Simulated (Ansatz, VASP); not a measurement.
## Nb4Si in VASP and in Ansatz

```
Nb Si
1.0
     4.65626    0.00000    0.00000
     0.00000    4.65626    0.00000
     0.00000    0.00000    4.65626
Nb Si
4 1
Direct
  0.50000 0.00000 0.00000
  0.00000 0.50000 0.00000
  0.00000 0.00000 0.50000
  0.50000 0.50000 0.50000
  0.00000 0.00000 0.00000
```

Alike in both runs: functional PBE; k mesh 8 × 8 × 8; occupations gaussian, width 0.1 eV; no spin polarisation.

Ansatz relaxed the structure, and its values are those at the end. VASP's run is a single point on that final structure, the one shown.

```csv
,VASP,Ansatz
version,VASP 6.6.1,Ansatz 0.2.0
potentials or method,"VASP PAW PBE potentials, release 64 (Nb_sv, Si), cutoff 520 eV","scalar-relativistic, plane waves, PAW"
valence electrons in the cell,56,56
```

VASP gave:

```
gap on the k mesh at the Fermi level (eV) : none
pressure (GPa)                            : -0.3
```

Task: Estimate Ansatz's values.

Result: gap on the k mesh at the Fermi level (eV): none; pressure (GPa): 0.0.

A gap of «none» marks a metal or a gap that the smearing closes.
